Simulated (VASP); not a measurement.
# GaN (P6_3mc) in VASP: a series of runs

The runs below take GaN through single point, with PBEsol.

Program: VASP 6.6.1. These are calculated values, not measurements. Logs are shortened: lines on timing, memory, paths and dates and some standing lists are left out, and cuts for length are marked.

### Step 1. The cell of the first run

The structure is hexagonal, space group P6_3mc (No. 186). Conventional cell: a = 3.183 Å, b = 3.183 Å, c = 5.211 Å, α = 90.00°, β = 90.00°, γ = 120.00°. Ga (site symmetry 3m) has 4 N at 1.95 to 1.96 Å within 2.6 Å. Within 2.6 Å of N (site symmetry 3m) lie 4 Ga at 1.95 to 1.96 Å.

### Step 2. Single point, PBEsol (z stretched by +0.5 %, x and y held)

INCAR

```
SYSTEM = GaN
  ALGO = Normal
  EDIFF = 1E-7
  ENCUT = 520
  GGA = PS
  ISIF = 2
  ISMEAR = 0
  LASPH = .True.
  LCHARG = .False.
  LREAL = .False.
  LWAVE = .False.
  NBANDS = 26
  NELM = 60
  PREC = Accurate
  SIGMA = 0.01
```

KPOINTS

```
k-points
0
Gamma
  8 8 4
  0 0 0
```

POSCAR

```
GaN
1.0
    3.1825744861      0.0000000000      0.0000000000
   -1.5912872431      2.7561903544      0.0000000000
    0.0000000000      0.0000000000      5.2113369047
Ga N
2 2
Direct
    0.3333333333      0.6666666667     -0.0004058563
    0.6666666667      0.3333333333      0.4995941437
    0.3333333333      0.6666666667      0.3754058563
    0.6666666667      0.3333333333      0.8754058563
```

Potentials or basis: VASP PAW PBE potentials, release 64 (Ga_d, N).

On the command line:

```
$ cat potpaw_PBE.64/Ga_d/POTCAR potpaw_PBE.64/N/POTCAR > POTCAR
$ mpirun -np 1 vasp_std > vasp.out
```

OUTCAR:

```text
SYSTEM = GaN
   EDIFF = 1E-7
   ENCUT = 520
   GGA = PS
   ISIF = 2
   ISMEAR = 0
   LASPH = .True.
   LREAL = .False.
   NELM = 60
   PREC = Accurate

 ion  position               nearest neighbor table
   1  0.333  0.667  1.000-   4 1.95   4 1.95   4 1.95   3 1.96
   2  0.667  0.333  0.500-   3 1.95   3 1.95   3 1.95   4 1.96
   3  0.333  0.667  0.375-   2 1.95   2 1.95   2 1.95   1 1.96
   4  0.667  0.333  0.875-   1 1.95   1 1.95   1 1.95   2 1.96

  LATTYP: Found a hexagonal cell.
 ALAT       =     3.1825744861
 C/A-ratio  =     1.6374595245

  Lattice vectors:

 A1 = (   3.1825744861,   0.0000000000,   0.0000000000)
 A2 = (  -1.5912872431,   2.7561903544,   0.0000000000)
 A3 = (   0.0000000000,   0.0000000000,   5.2113369047)

Analysis of symmetry for initial positions (statically):
=====================================================================
 Subroutine PRICEL returns:
 Original cell was already a primitive cell.

 Routine SETGRP: Setting up the symmetry group for a
 hexagonal supercell.

 Subroutine GETGRP returns: Found 12 space group operations
 (whereof  6 operations were pure point group operations)
 out of a pool of 24 trial point group operations.

The static configuration has the point symmetry C_3v.
 The point group associated with its full space group is C_6v.

Analysis of symmetry for dynamics (positions and initial velocities):
=====================================================================
 Subroutine PRICEL returns:
 Original cell was already a primitive cell.

 Routine SETGRP: Setting up the symmetry group for a
 hexagonal supercell.

 Subroutine GETGRP returns: Found 12 space group operations
 (whereof  6 operations were pure point group operations)
 out of a pool of 24 trial point group operations.

The dynamic configuration has the point symmetry C_3v.
 The point group associated with its full space group is C_6v.

 Subroutine INISYM returns: Found 12 space group operations
 (whereof  6 operations are pure point group operations),
 and found     1 'primitive' translations

----------------------------------------------------------------------------------------

                                     Primitive cell

  volume of cell :      45.7127

  direct lattice vectors                    reciprocal lattice vectors
     3.182574486  0.000000000  0.000000000     0.314211028  0.181409821  0.000000000
    -1.591287243  2.756190354  0.000000000     0.000000000  0.362819643  0.000000000
     0.000000000  0.000000000  5.211336905     0.000000000  0.000000000  0.191889340

  length of vectors
     3.182574486  3.182574486  5.211336905     0.362819643  0.362819643  0.191889340

  position of ions in fractional coordinates (direct lattice)
     0.333333333  0.666666667  0.999594144
     0.666666667  0.333333333  0.499594144
     0.333333333  0.666666667  0.375405856
     0.666666667  0.333333333  0.875405856

  ion indices of the primitive-cell ions
   primitive index   ion index
                 1           1
                 2           2
                 3           3
                 4           4

----------------------------------------------------------------------------------------

 KPOINTS: k-points

Automatic generation of k-mesh.
 Grid dimensions read from file:
 generate k-points for:    8    8    4

 Generating k-lattice:

  Cartesian coordinates                     Fractional coordinates (reciprocal lattice)
     0.039276378  0.022676228  0.000000000     0.125000000  0.000000000  0.000000000
     0.000000000  0.045352455  0.000000000     0.000000000  0.125000000  0.000000000
     0.000000000  0.000000000  0.047972335     0.000000000  0.000000000  0.250000000

  Length of vectors
     0.045352455  0.045352455  0.047972335

  Shift w.r.t. Gamma in fractional coordinates (k-lattice)
     0.000000000  0.000000000  0.000000000

 Subroutine IBZKPT returns following result:
 ===========================================

 Found     30 irreducible k-points:

 Following reciprocal coordinates:
            Coordinates               Weight
  0.000000  0.000000  0.000000      1.000000
  0.125000  0.000000  0.000000      6.000000
  0.250000  0.000000  0.000000      6.000000
  0.375000 -0.000000  0.000000      6.000000
  0.500000  0.000000  0.000000      3.000000
  0.125000  0.125000  0.000000      6.000000
[... 16 lines left out ...]
  0.250000  0.000000  0.500000      6.000000
  0.375000 -0.000000  0.500000      6.000000
 [... further k-points ...]
   k-points           NKPTS =     30   k-points in BZ     NKDIM =     30   number of bands    NBANDS=     26
   number of dos      NEDOS =    301   number of ions     NIONS =      4
   total plane-waves  NPLWV =  23040
   dimension x,y,z NGX =    24 NGY =   24 NGZ =   40
   dimension x,y,z NGXF=    48 NGYF=   48 NGZF=   80
   ions per type =               2   2
   NGX,Y,Z   is equivalent  to a cutoff of  12.54, 12.54, 12.76 a.u.
   NGXF,Y,Z  is equivalent  to a cutoff of  25.07, 25.07, 25.52 a.u.
 SYSTEM =  GaN
   PREC   = accura    normal or accurate (medium, high low for compatibility)
   ISTART =      0    job   : 0-new  1-cont  2-samecut
   ICHARG =      2    charge: 1-file 2-atom 10-const
   ISPIN  =      1    spin polarized calculation?
   LNONCOLLINEAR =      F non collinear calculations
   LSORBIT =      F    spin-orbit coupling
   LASPH  =      T    aspherical Exc in radial PAW
   ENCUT  =  520.0 eV  38.22 Ry    6.18 a.u.   5.92  5.92  9.69*2*pi/ulx,y,z
   NELM   =     60;   NELMIN=  2; NELMDL= -5     # of ELM steps
   EDIFF  = 0.1E-06   stopping-criterion for ELM
   LREAL  =      F    real-space projection
   EDIFFG = 0.1E-05   stopping-criterion for IOM
   NSW    =      0    number of steps for IOM
   IBRION =     -1    ionic relax: 0-MD 1-quasi-New 2-CG
   NFREE  =      0    steps in history (QN), initial steepest desc. (CG)
   ISIF   =      2    stress and relaxation
   ISYM   =      2    0-nonsym 1-usesym 2-fastsym
   POTIM  = 0.5000    time-step for ionic-motion
   TEBEG  =    0.0;   TEEND  =   0.0 temperature during run
   PSTRESS=    0.0 pullay stress
   NELECT =      36.0000    total number of electrons
   NUPDOWN=      -1.0000    fix difference up-down
   EMIN   =  10.00;   EMAX   =-10.00  energy-range for DOS
   EFERMI =   0.00;   METHOD = LEGACY
   ISMEAR =     0;   SIGMA  =   0.01  broadening in eV -4-tet -1-fermi 0-gaus
   EFERMI_NEDOS =   21; number of points for ismear=-14 and -15
   IALGO  =     38    algorithm
   IMIX   =      4    mixing-type and parameters
     AMIX     =   0.40;   BMIX     =  1.00
     AMIX_MAG =   1.60;   BMIX_MAG =  1.00
  volume/ion in A,a.u.               =      11.43        77.12
  Fermi-wavevector in a.u.,A,eV,Ry     =   1.511808  2.856903 31.096985  2.285564
  Thomas-Fermi vector in A             =   2.621816
   LORBIT       =      0    0 simple, 1 ext, 2 COOP (PROOUT), +10 PAW based schemes
   GGA     = PS    functional components
   LHFCALC =     F    Hartree Fock is set to
   AEXX    =    0.0000 exact exchange contribution
   IVDW    =     0    specifies the selected vdW correction
   LEPSILON=     F    determine dielectric tensor
   LRPA    =     F    only Hartree local field effects (RPA)
 non-spin polarized calculation
 Gauss-broadening in eV      SIGMA  =   0.01
  energy-cutoff  :      520.00
  volume of cell :       45.71
 maximum number of plane-waves:      1244
 NGX is ok and might be reduce to    24
   NGX = 11   NGY = 11   NGZ = 19

 number of electron      35.9999984 magnetization

 Free energy of the ion-electron system (eV)
  ---------------------------------------------------
  ext. energy  EPLUGINS =         0.00000000
  ---------------------------------------------------
  free energy    TOTEN  =       -26.26651768 eV

  energy without entropy =      -26.26651768  energy(sigma->0) =      -26.26651768

 E-fermi :   5.3051     XC(G=0): -11.9020

 val. band max:        5.1919426140   @ k =   0.0000   0.0000   0.0000
 cond. band min:       7.0339741444   @ k =   0.0000   0.0000   0.0000
 fundamental gap:      1.8420315304
 Fermi energy:         5.3050912229

 k-point     1 :       0.0000    0.0000    0.0000
  band No.  band energies     occupation
      1     -10.7919      2.00000
      2      -9.8420      2.00000
      3      -8.2211      2.00000
      4      -8.2040      2.00000
      5      -8.2040      2.00000
      6      -8.1429      2.00000
[... 18 lines left out ...]
     25      16.8277      0.00000
     26      16.8277      0.00000

 k-point     2 :       0.1250    0.0000    0.0000
  band No.  band energies     occupation
      1     -10.6378      2.00000
      2      -9.8023      2.00000
      3      -8.2038      2.00000
      4      -8.1822      2.00000
      5      -8.1573      2.00000
      6      -8.1233      2.00000
[... 18 lines left out ...]
     25      16.3170      0.00000
     26      17.1458      0.00000

 k-point     3 :       0.2500    0.0000    0.0000
  band No.  band energies     occupation
      1     -10.2736      2.00000
      2      -9.7266      2.00000
      3      -8.1645      2.00000
      4      -8.1435      2.00000
      5      -8.0804      2.00000
      6      -8.0389      2.00000
[... 18 lines left out ...]
     25      16.4995      0.00000
     26      17.8035      0.00000

 k-point     4 :       0.3750   -0.0000    0.0000
  band No.  band energies     occupation
      1      -9.9562      2.00000
      2      -9.6781      2.00000
      3      -8.1514      2.00000
      4      -8.1287      2.00000
      5      -8.0423      2.00000
      6      -7.9861      2.00000
[... 18 lines left out ...]
     25      16.9532      0.00000
     26      18.2748      0.00000
[... 496 lines left out ...]
      1     -10.1176      2.00000
      2     -10.1176      2.00000
      3      -8.1676      2.00000
      4      -8.1676      2.00000
      5      -8.1555      2.00000
      6      -8.1555      2.00000
[... 18 lines left out ...]
     25      15.9351      0.00000
     26      15.9351      0.00000

 k-point    23 :       0.2500    0.0000    0.5000
  band No.  band energies     occupation
      1      -9.9087      2.00000
      2      -9.9087      2.00000
      3      -8.1400      2.00000
      4      -8.1400      2.00000
      5      -8.0932      2.00000
      6      -8.0932      2.00000
[... 18 lines left out ...]
     25      16.7189      0.00000
     26      16.7189      0.00000

 k-point    24 :       0.3750   -0.0000    0.5000
  band No.  band energies     occupation
      1      -9.7544      2.00000
      2      -9.7544      2.00000
      3      -8.1478      2.00000
      4      -8.1478      2.00000
      5      -8.0443      2.00000
      6      -8.0443      2.00000
[... 18 lines left out ...]
     25      17.2003      0.00000
     26      17.2003      0.00000

 [... further k-points ...]
[... 5 lines left out ...]
  --------------------------------------------------------------------------------------
  -------------------------------------------------------------------------------------
  Total       -0.1897120     -0.1897120     -0.5970665      0.0000000      0.0000000      0.0000000
  in kB       -6.6491864     -6.6491864    -20.9264869      0.0000000      0.0000000      0.0000000
  external PRESSURE =     -11.4082865 kB  Pullay stress =       0.0000000 kB

 VOLUME and BASIS-vectors are now :
 -----------------------------------------------------------------------------
  energy-cutoff  :      520.00
  volume of cell :       45.71
      direct lattice vectors                 reciprocal lattice vectors
     3.182574486  0.000000000  0.000000000     0.314211028  0.181409821  0.000000000
    -1.591287243  2.756190354  0.000000000     0.000000000  0.362819643  0.000000000
     0.000000000  0.000000000  5.211336905     0.000000000  0.000000000  0.191889340

 POSITION                                       TOTAL-FORCE (eV/Angst)
 -----------------------------------------------------------------------------------
     -0.00000      1.83746      5.20922        -0.000000      0.000000     -0.001206
      1.59129      0.91873      2.60355         0.000000      0.000000     -0.001206
     -0.00000      1.83746      1.95637        -0.000000      0.000000      0.001206
      1.59129      0.91873      4.56203         0.000000      0.000000      0.001206
 -----------------------------------------------------------------------------------
    total drift:                               -0.000001     -0.000001     -0.000545

  FREE ENERGIE OF THE ION-ELECTRON SYSTEM (eV)
  ---------------------------------------------------
  free  energy   TOTEN  =       -26.2665176758 eV

  energy  without entropy=      -26.2665176758  energy(sigma->0) =      -26.26651768
```

Wall time 20 s (1 thread of Intel Xeon 6975P-C (Granite Rapids), shared host); peak memory 0.17 GiB.

What came out:

```yaml
Free_energy: -26.2665 eV
Pressure: -1.1 GPa
Band_gap_on_the_k_mesh: 1.84 eV, direct
```

Caveat: the cell differs from its parent crystal (z stretched by +0.5 %, x and y held); the PAW data sets were made with another functional, which shifts forces and pressure a little.

[end of part 1 of 2]
